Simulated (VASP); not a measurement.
# Mg8HO8 (a cell with a defect) in VASP: further runs, part 2 of 2

VASP 6.6.1.

### 4 Single point, LDA

File INCAR:

```
SYSTEM = Mg8HO8
PREC = Accurate ; ENCUT = 520
EDIFF = 1E-6 ; ISMEAR = -1
SIGMA = 0.02 ; LREAL = Auto
LASPH = .TRUE. ; NELM = 100
ALGO = Normal ; ISIF = 2
LWAVE = .FALSE. ; LCHARG = .FALSE.
GGA = CA ; NBANDS = 46
NELECT = 64.0
```

File KPOINTS:

```
Automatic mesh
0
G
  2 2 2
  0 0 0
```

File POSCAR:

```
Mg8HO8
1.0
    0.0000000000      4.2993000000      4.2993000000
    4.2993000000      0.0000000000      4.2993000000
    4.2993000000      4.2993000000      0.0000000000
Mg O H
8 8 1
Direct
   -0.0209535273      0.0233476380      0.0187210709
   -0.0119569465      0.0007109297      0.5107879190
   -0.0209527132      0.4791389296      0.0187202568
   -0.0007717535      0.4993222152      0.5023799223
    0.4962629963     -0.0036458261      0.0112821855
    0.5006164957      0.0007141860      0.5107876864
    0.5232412253      0.4791489312      0.0187144419
    0.5006169609      0.4881344637      0.5107867560
    0.2472542042      0.2529102412      0.2527397483
    0.2432750680      0.2478486033      0.7612800921
    0.2472537390      0.7473486382      0.2527413765
    0.2493325658      0.7494142070      0.7520904566
    0.7438919126      0.2439923941      0.2683777592
    0.7477563789      0.2478484870      0.7612771847
    0.7528283674      0.7473467774      0.2527313749
    0.7477562626      0.7433697346      0.7612779987
    0.1829351290      0.6830660805     -0.0488105040
```

Launch:

```bash
$ cat potpaw_LDA.64/Mg/POTCAR potpaw_LDA.64/O/POTCAR potpaw_LDA.64/H/POTCAR > POTCAR
$ mpirun -np 1 vasp_std > vasp.out
```

It took 3.4 min on 1 thread of Intel Xeon Platinum 8259CL at 2.50GHz (Skylake/Cascade Lake), shared host; peak memory 0.27 GiB.

Results (log left out):

```yaml
Free_energy: -113.5678 eV
Largest_force: 0.204 eV/Å
```

Forces in eV/Å, atoms in the order of the input:
```
Mg   0.008 -0.002  0.002
Mg   0.001 -0.005 -0.001
Mg  -0.002 -0.002 -0.008
Mg   0.003  0.003 -0.003
Mg  -0.009 -0.009  0.009
Mg   0.001  0.001  0.005
Mg  -0.002  0.008  0.002
Mg  -0.005  0.001 -0.001
O    0.011 -0.003  0.002
O   -0.004  0.004  0.004
O   -0.002 -0.003 -0.011
O   -0.118 -0.118  0.118
O    0.003  0.003 -0.003
O   -0.004 -0.004 -0.004
O   -0.003  0.011  0.003
O    0.004 -0.004  0.004
H    0.117  0.117 -0.117
```

Levels at points of the mesh, in eV from the Fermi level:
```tsv
k point	band 29	band 30	band 31	band 32	band 33	band 34	band 35	band 36
(0.00, 0.00, 0.00)	-0.82	-0.54	-0.48	-0.48	3.18	5.56	6.79	6.96
(0.50, 0.00, 0.00)	-0.80	-0.76	-0.74	-0.72	4.96	5.96	7.42	8.32
(0.00, 0.50, 0.00)	-0.80	-0.76	-0.74	-0.72	4.96	5.96	7.42	8.32
(0.00, 0.00, 0.50)	-0.81	-0.81	-0.70	-0.70	5.44	5.95	7.25	8.46
(0.50, 0.50, 0.00)	-1.00	-0.97	-0.90	-0.82	5.81	6.76	7.54	8.13
(0.50, 0.00, 0.50)	-1.00	-0.97	-0.90	-0.82	5.81	6.76	7.54	8.13
```

Caveat: the k points lie up to 0.63 Å⁻¹ apart; the cell carries a net charge on a neutralising background, which shifts energy and pressure; the cell is charged against a uniform background, so pressure and absolute levels hang on convention.

### 5 Single point, LDA

File INCAR:

```
PREC     = Accurate       # precision mode
ENCUT    = 520            # plane-wave cutoff, eV
EDIFF    = 1E-7           # SCF threshold, eV
ISMEAR   = -1             # smearing method
SIGMA    = 0.02           # smearing width, eV
LREAL    = Auto         
LASPH    = True           # aspherical terms in the spheres
NELM     = 60             # most SCF steps
ALGO     = Normal         # electronic algorithm
ISIF     = 2              # what is computed and relaxed
LWAVE    = False          # write WAVECAR
LCHARG   = False          # write CHGCAR
GGA      = CA             # functional
NBANDS   = 46             # bands
NELECT   = 64.0
```

File KPOINTS:

```
regular mesh
0
Gamma
  2 2 2
```

File POSCAR:

```
Mg8HO8
1.0
    0.0000000000      4.2993000000      4.2993000000
    4.2993000000      0.0000000000      4.2993000000
    4.2993000000      4.2993000000      0.0000000000
Mg O H
8 8 1
Direct
   -0.0229826949      0.0211714698      0.0203985533
   -0.0003528481      0.0122103598      0.4988630707
   -0.0003707580      0.4996622706      0.0114169749
    0.0039226153      0.5039512246      0.5031790059
    0.5009950457      0.0010241202      0.0002388761
    0.5211698416      0.0211991487      0.4762611355
    0.5211363478      0.4770519619      0.0203929709
    0.5121817505      0.4996778545      0.4988605122
    0.2569153118      0.2525122694      0.2517451678
    0.2530014188      0.2473984137      0.7522301305
    0.2529916498      0.7530221199      0.2466303817
    0.2509335241      0.7509577140      0.7502189891
    0.7563262624      0.2563599888      0.2555514851
    0.7524900565      0.2525175028      0.7561660038
    0.7524840090      0.7569447352      0.2517445863
    0.7473737585      0.7530304933      0.7522289675
    0.3173457307      0.8173924825     -0.1834602145
```

Potentials or basis: VASP PAW LDA potentials, release 64 (Mg, O, H).

Launch:

```bash
$ cat potpaw_LDA.64/Mg/POTCAR potpaw_LDA.64/O/POTCAR potpaw_LDA.64/H/POTCAR > POTCAR
$ mpirun -np 1 vasp_std > vasp.out
```

OUTCAR:

```text
PREC = Accurate
   ENCUT = 520
   EDIFF = 1E-7
   ISMEAR = -1
   LREAL = Auto
   LASPH = True
   NELM = 60
   ISIF = 2
   GGA = CA
   NELECT = 64.0

 ion  position               nearest neighbor table
   1  0.977  0.021  0.020-  17 1.94  13 2.02  15 2.11  14 2.11  11 2.17  10 2.17  12 2.32   6 2.77
                             7 2.77   2 2.95   3 2.95   5 3.02   4 3.04   4 3.04   5 3.07   3 3.13
[... 610 lines left out ...]
  Total      -18.9418661    -18.9421051    -18.9381426     -1.8062354     -1.8084906     -1.8090902
  in kB     -190.9457936   -190.9482029   -190.9082589    -18.2079769    -18.2307100    -18.2367548
  external PRESSURE =    -190.9340851 kB  Pullay stress =       0.0000000 kB

 VOLUME and BASIS-vectors are now :
 -----------------------------------------------------------------------------
  energy-cutoff  :      520.00
  volume of cell :      158.94
      direct lattice vectors                 reciprocal lattice vectors
     0.000000000  4.299300000  4.299300000    -0.116298002  0.116298002  0.116298002
     4.299300000  0.000000000  4.299300000     0.116298002 -0.116298002  0.116298002
     4.299300000  4.299300000  0.000000000     0.116298002  0.116298002 -0.116298002

 POSITION                                       TOTAL-FORCE (eV/Angst)
 -----------------------------------------------------------------------------------
      0.17872      4.28819      4.29151         0.013716     -0.002474     -0.002390
      2.19726      6.44255      4.35028         0.000163     -0.009577     -0.000543
      2.19728      4.34679      6.44590        -0.000017      0.000090     -0.009959
      4.32995      2.18018      2.18350        -0.005347     -0.005290     -0.004879
      0.00543      2.15495      2.15833         0.004067      0.004097      0.003969
      2.13873      4.28825      2.33181        -0.003274     -0.003257      0.013752
[... 9 lines left out ...]
      6.47156      6.44724      6.45069         0.009487     -0.001941     -0.000967
      7.02476      4.87491      4.87858         0.110852      0.110932      0.110713
 -----------------------------------------------------------------------------------
    total drift:                                0.003673      0.003569      0.002127

  FREE ENERGIE OF THE ION-ELECTRON SYSTEM (eV)
  ---------------------------------------------------
  free  energy   TOTEN  =      -113.5678903024 eV

  energy  without entropy=     -113.5678903024  energy(sigma->0) =     -113.56789030
```

stdout:

```text
POSCAR found type information on POSCAR MgO H
 POSCAR found :  3 types and      17 ions
 scaLAPACK will be used
 LDA part: xc-table for (Slater(with rela. corr.)+CA(PZ))
 , standard interpolation
 POSCAR, INCAR and KPOINTS ok, starting setup
 FFT: planning ... GRIDC
 FFT: planning ... GRID_SOFT
 FFT: planning ... GRID
 WAVECAR not read
 entering main loop
 the old and the new charge density differ
 old charge density:    65.00000 new   64.00000
    0.193E+01
```

It took 2.1 min on 1 thread of Intel Xeon Platinum 8259CL at 2.50GHz (Skylake/Cascade Lake), shared host; peak memory 0.27 GiB.

Results:

* Free energy: -113.5679 eV
* Largest force: 0.194 eV/Å

Forces on the atoms (eV/Å):
```
Mg   0.014 -0.002 -0.002
Mg   0.000 -0.010 -0.001
Mg   0.000  0.000 -0.010
Mg  -0.005 -0.005 -0.005
Mg   0.004  0.004  0.004
Mg  -0.003 -0.003  0.014
Mg  -0.002  0.014 -0.002
Mg  -0.009  0.000 -0.001
O    0.002 -0.004 -0.004
O   -0.002  0.010 -0.001
O   -0.001 -0.001  0.007
O   -0.113 -0.113 -0.110
O    0.004  0.004  0.003
O   -0.004 -0.004  0.002
O   -0.003  0.002 -0.004
O    0.009 -0.002 -0.001
H    0.111  0.111  0.111
```

Caveat: the k points lie up to 0.63 Å⁻¹ apart; the cell carries a net charge on a neutralising background, which shifts energy and pressure; the cell is charged against a uniform background, so pressure and absolute levels hang on convention.
